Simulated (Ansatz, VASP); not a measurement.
**CdS in VASP and in Ansatz**

```
Cd S
1.0
     0.00000    2.92000    2.92000
     2.92000    0.00000    2.92000
     2.92000    2.92000    0.00000
Cd S
1 1
Direct
  0.00000 0.00000 0.00000
  0.25000 0.25000 0.25000
```

Alike in both runs: task single point; functional PBEsol; k mesh 6 × 6 × 6; occupations gaussian, width 0.1 eV; no spin polarisation.

|  | VASP | Ansatz |
| --- | --- | --- |
| version | VASP 6.6.1 | Ansatz 0.2.0 |
| potentials or method | VASP PAW PBE potentials, release 64 (Cd, S), cutoff 500 eV | scalar-relativistic, plane waves, PAW |
| valence electrons in the cell | 18 | 26 |

|  | VASP | Ansatz | Ansatz less VASP |
| --- | --- | --- | --- |
| gap on the k mesh at the Fermi level (eV) | 1.00 | 0.99 | -0.006 |
| least direct gap on the mesh (eV) | 1.00 | 0.99 | -0.006 |
| pressure (GPa) | -0.1 | -0.5 | -0.36 |

VASP's potentials were made for PBE, not for PBEsol, and Ansatz warns of the same on its side. With one functional, cell and mesh, what is left measures potentials, basis and numerics. VASP's potentials hold 18 valence electrons a cell and Ansatz's 26, so a difference there can come from the potentials and not from the codes.
